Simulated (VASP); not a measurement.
# Ru (Im-3m) in VASP: notebook

Ru is run at these levels: PBEsol; tasks: single point.

All numbers are computed with VASP 6.6.1; they aren't measurements. Logs are shortened: lines on timing, memory, paths and dates and some standing lists are left out, and cuts for length are marked.

## (1) The cell of the first run

The structure is cubic, space group Im-3m (No. 229). Conventional cell: a = 2.897 Å, b = 2.897 Å, c = 2.897 Å, α = 90.00°, β = 90.00°, γ = 90.00°. Ru (site symmetry m-3m) has 14 Ru at 2.51 to 2.90 Å within 3.3 Å.

## (2) Single point, PBEsol (volume scaled by 0.883, to set the pressure)

File INCAR:

```
PREC = Accurate
ENCUT = 520
EDIFF = 1E-7
ISMEAR = -1
SIGMA = 0.1
LREAL = F
LASPH = T
NELM = 60
ALGO = Normal
ISIF = 2
LWAVE = F
LCHARG = T
GGA = PS
LELF = T
LVHAR = T
NBANDS = 13
```

File KPOINTS:

```
Automatic mesh
0
Gamma
  19 19 19
```

File POSCAR:

```
Ru
1.0
   -1.4485631434      1.4485631434      1.4485631434
    1.4485631434     -1.4485631434      1.4485631434
    1.4485631434      1.4485631434     -1.4485631434
Ru
1
Direct
    0.0000000000      0.0000000000      0.0000000000
```

Potentials or basis: VASP PAW PBE potentials, release 64 (Ru_pv).

Started as:

```console
$ cat potpaw_PBE.64/Ru_pv/POTCAR > POTCAR
$ mpirun -np 1 vasp_std > vasp.out
```

OUTCAR:

```text
PREC = Accurate
   ENCUT = 520
   EDIFF = 1E-7
   ISMEAR = -1
   LREAL = F
   LASPH = T
   NELM = 60
   ISIF = 2
   GGA = PS

 ion  position               nearest neighbor table
   1  0.000  0.000  0.000-

  LATTYP: Found a body centered cubic cell.
 ALAT       =     2.8971262868

  Lattice vectors:

 A1 = (  -1.4485631434,   1.4485631434,   1.4485631434)
 A2 = (   1.4485631434,  -1.4485631434,   1.4485631434)
 A3 = (   1.4485631434,   1.4485631434,  -1.4485631434)

Analysis of symmetry for initial positions (statically):
=====================================================================
 Subroutine PRICEL returns:
 Original cell was already a primitive cell.

 Routine SETGRP: Setting up the symmetry group for a
 body centered cubic supercell.

 Subroutine GETGRP returns: Found 48 space group operations
 (whereof 48 operations were pure point group operations)
 out of a pool of 48 trial point group operations.

The static configuration has the point symmetry O_h .

Analysis of symmetry for dynamics (positions and initial velocities):
=====================================================================
 Subroutine PRICEL returns:
 Original cell was already a primitive cell.

 Routine SETGRP: Setting up the symmetry group for a
 body centered cubic supercell.

 Subroutine GETGRP returns: Found 48 space group operations
 (whereof 48 operations were pure point group operations)
 out of a pool of 48 trial point group operations.

The dynamic configuration has the point symmetry O_h .

 Subroutine INISYM returns: Found 48 space group operations
 (whereof 48 operations are pure point group operations),
 and found     1 'primitive' translations

----------------------------------------------------------------------------------------

                                     Primitive cell

  volume of cell :      12.1583

  direct lattice vectors                    reciprocal lattice vectors
    -1.448563143  1.448563143  1.448563143     0.000000000  0.345169627  0.345169627
     1.448563143 -1.448563143  1.448563143     0.345169627  0.000000000  0.345169627
     1.448563143  1.448563143 -1.448563143     0.345169627  0.345169627  0.000000000

  length of vectors
     2.508984962  2.508984962  2.508984962     0.488143568  0.488143568  0.488143568

  position of ions in fractional coordinates (direct lattice)
     0.000000000  0.000000000  0.000000000

  ion indices of the primitive-cell ions
   primitive index   ion index
                 1           1

[... 77 lines left out ...]
   ISIF   =      2    stress and relaxation
   ISYM   =      2    0-nonsym 1-usesym 2-fastsym
   POTIM  = 0.5000    time-step for ionic-motion
   TEBEG  =    0.0;   TEEND  =   0.0 temperature during run
   PSTRESS=    0.0 pullay stress
   NELECT =      14.0000    total number of electrons
   NUPDOWN=      -1.0000    fix difference up-down
   EMIN   =  10.00;   EMAX   =-10.00  energy-range for DOS
   EFERMI =   0.00;   METHOD = LEGACY
   ISMEAR =    -1;   SIGMA  =   0.10  broadening in eV -4-tet -1-fermi 0-gaus
   EFERMI_NEDOS =   21; number of points for ismear=-14 and -15
   IALGO  =     38    algorithm
   IMIX   =      4    mixing-type and parameters
     AMIX     =   0.40;   BMIX     =  1.00
     AMIX_MAG =   1.60;   BMIX_MAG =  1.00
  volume/ion in A,a.u.               =      12.16        82.05
  Fermi-wavevector in a.u.,A,eV,Ry     =   1.715906  3.242592 40.060074  2.944332
  Thomas-Fermi vector in A             =   2.793191
   LORBIT       =      0    0 simple, 1 ext, 2 COOP (PROOUT), +10 PAW based schemes
   GGA     = PS    functional components
   LHFCALC =     F    Hartree Fock is set to
   AEXX    =    0.0000 exact exchange contribution
   IVDW    =     0    specifies the selected vdW correction
   LEPSILON=     F    determine dielectric tensor
   LRPA    =     F    only Hartree local field effects (RPA)
 non-spin polarized calculation
  energy-cutoff  :      520.00
  volume of cell :       12.16
 maximum number of plane-waves:       339
   NGX =  9   NGY =  9   NGZ =  9

 number of electron      14.0000001 magnetization

 Free energy of the ion-electron system (eV)
  ---------------------------------------------------
  ext. energy  EPLUGINS =         0.00000000
  ---------------------------------------------------
  free energy    TOTEN  =        -9.30558797 eV

  energy without entropy =       -9.25397422  energy(sigma->0) =       -9.27978110

 E-fermi :  15.0249     XC(G=0): -14.9634

 val. band max:       15.0242508227   @ k =   0.1579   0.1053   0.0526
 cond. band min:      15.0341277154   @ k =   0.4211   0.0526   0.0000
 fundamental gap:      0.0098768927
 Fermi energy:        15.0249294146

 k-point     1 :       0.0000    0.0000    0.0000
  band No.  band energies     occupation
      1     -27.5400      2.00000
      2     -27.5400      2.00000
      3     -27.5400      2.00000
      4       6.0969      2.00000
      5      11.5765      2.00000
      6      11.5765      2.00000
      7      11.5765      2.00000
      8      14.8630      1.66939
      9      14.8630      1.66939
     10      25.2530      0.00000
     11      32.1508      0.00000
     12      32.1508      0.00000
     13      32.1508      0.00000
[... 354 lines left out ...]
  band No.  band energies     occupation
      1     -28.8377      2.00000
      2     -27.9983      2.00000
      3     -27.6106      2.00000
      4       8.2997      2.00000
      5       9.8176      2.00000
      6      12.8971      2.00000
      7      14.5831      1.97618
      8      15.6350      0.00447
      9      17.7506      0.00000
     10      25.2508      0.00000
     11      29.3743      0.00000
     12      30.3673      0.00000
     13      35.9930      0.00000

 [... further k-points ...]

------------------------ aborting loop because EDIFF is reached ----------------------------------------

  FORCE on cell =-STRESS in cart. coord.  units (eV):
  Direction    XX          YY          ZZ          XY          YZ          ZX
  --------------------------------------------------------------------------------------
  -------------------------------------------------------------------------------------
  Total        3.9545545      3.9545545      3.9545545     -0.0000000      0.0000000      0.0000000
  in kB      521.1177491    521.1177491    521.1177491     -0.0000000      0.0000000      0.0000000
  external PRESSURE =     521.1177491 kB  Pullay stress =       0.0000000 kB

 VOLUME and BASIS-vectors are now :
 -----------------------------------------------------------------------------
  energy-cutoff  :      520.00
  volume of cell :       12.16
      direct lattice vectors                 reciprocal lattice vectors
    -1.448563143  1.448563143  1.448563143     0.000000000  0.345169627  0.345169627
     1.448563143 -1.448563143  1.448563143     0.345169627  0.000000000  0.345169627
     1.448563143  1.448563143 -1.448563143     0.345169627  0.345169627  0.000000000

 POSITION                                       TOTAL-FORCE (eV/Angst)
 -----------------------------------------------------------------------------------
      0.00000      0.00000      0.00000        -0.000000      0.000000     -0.000000
 -----------------------------------------------------------------------------------
    total drift:                                0.000000     -0.000000      0.000000

  FREE ENERGIE OF THE ION-ELECTRON SYSTEM (eV)
  ---------------------------------------------------
  free  energy   TOTEN  =        -9.3055879746 eV

  energy  without entropy=       -9.2539742195  energy(sigma->0) =       -9.27978110
```

OSZICAR:

```text
N       E                     dE             d eps       ncg     rms          rms(c)
DAV:   1     0.103911036287E+03    0.10391E+03   -0.83449E+03  5786   0.117E+03
DAV:   2    -0.872036258179E+01   -0.11263E+03   -0.10808E+03  6130   0.327E+02
DAV:   3    -0.993756334561E+01   -0.12172E+01   -0.12123E+01  6520   0.371E+01
DAV:   4    -0.994083691689E+01   -0.32736E-02   -0.32735E-02  6240   0.205E+00
DAV:   5    -0.994085635685E+01   -0.19440E-04   -0.19442E-04  6440   0.143E-01    0.190E+01
DAV:   6    -0.937141448412E+01    0.56944E+00   -0.81736E-01  5895   0.120E+01    0.696E+00
DAV:   7    -0.931076027729E+01    0.60654E-01   -0.10783E-01  6355   0.403E+00    0.167E+00
DAV:   8    -0.930610624052E+01    0.46540E-02   -0.94357E-03  5825   0.137E+00    0.374E-01
DAV:   9    -0.930558077593E+01    0.52546E-03   -0.39884E-04  5970   0.286E-01    0.269E-02
DAV:  10    -0.930558797843E+01   -0.72025E-05   -0.44907E-06  6405   0.259E-02    0.402E-03
DAV:  11    -0.930558797462E+01    0.38171E-08   -0.72494E-07  6015   0.116E-02
   1 F= -.93055880E+01 E0= -.92797811E+01  d E =-.516138E-01
```

stdout:

```text
POSCAR found type information on POSCAR Ru
 POSCAR found :  1 types and       1 ions
 scaLAPACK will be used
 -----------------------------------------------------------------------------
|                                                                             |
|                                                                             |
|     You enforced a specific xc type in the INCAR file but a different       |
|     I HOPE YOU KNOW WHAT YOU ARE DOING!                                     |
|                                                                             |
 -----------------------------------------------------------------------------

 LDA part: xc-table for (Slater+PW92), standard interpolation
 POSCAR, INCAR and KPOINTS ok, starting setup
 FFT: planning ... GRIDC
 FFT: planning ... GRID_SOFT
 FFT: planning ... GRID
 WAVECAR not read
 entering main loop
```

Wall time 33 s (1 thread of Intel Xeon 8259CL, shared host); peak memory 0.15 GiB.

What came out:

```yaml
Free_energy: -9.3056 eV
Pressure: 52.1 GPa
Band_gap_on_the_k_mesh: zero (band 7 reaches 17.16 eV, above the bottom of band 8 at 12.61 eV)
```

Caveat: the cell differs from its parent crystal (volume scaled by 0.883, to set the pressure); the PAW data sets were made with another functional, which shifts forces and pressure a little.

## (3) Single point, PBEsol

File INCAR:

```
SYSTEM = Ru
PREC = Accurate
ENCUT = 520
EDIFF = 1E-6
ISMEAR = -1
SIGMA = 0.1
LREAL = .FALSE.
LASPH = .TRUE.
NELM = 80
ALGO = Normal
ISIF = 2
LWAVE = .FALSE.
LCHARG = .FALSE.
GGA = PS
NBANDS = 13
```

File KPOINTS:

```
Automatic mesh
0
G
  19 19 19
  0 0 0
```

File POSCAR:

```
Ru
1.0
   -1.4483780072      1.4483780072      1.4483780072
    1.4483780072     -1.4483780072      1.4483780072
    1.4483780072      1.4483780072     -1.4483780072
Ru
1
Direct
    0.0000000000      0.0000000000      0.0000000000
```

Potentials or basis: VASP PAW PBE potentials, release 64 (Ru_pv).

Started as:

```console
$ cat potpaw_PBE.64/Ru_pv/POTCAR > POTCAR
$ mpirun -np 1 vasp_std > vasp.out
```

It took 36 s on 1 thread of Intel Xeon 8259CL, shared host; peak memory 0.15 GiB.

Results (log left out):

```yaml
Free_energy: -9.3041 eV
Pressure: 52.3 GPa
Band_gap_on_the_k_mesh: zero (band 7 reaches 17.17 eV, above the bottom of band 8 at 12.62 eV)
```

Levels at points of the mesh, in eV from the Fermi level:
| k point | band 3 | band 4 | band 5 | band 6 | band 7 | band 8 | band 9 | band 10 | band 11 | band 12 |
| --- | --- | --- | --- | --- | --- | --- | --- | --- | --- | --- |
| (0.00, 0.00, 0.00) | -42.57 | -8.93 | -3.45 | -3.45 | -3.45 | -0.16 | -0.16 | 10.23 | 17.13 | 17.13 |

Caveat: the PAW data sets were made with another functional, which shifts forces and pressure a little.
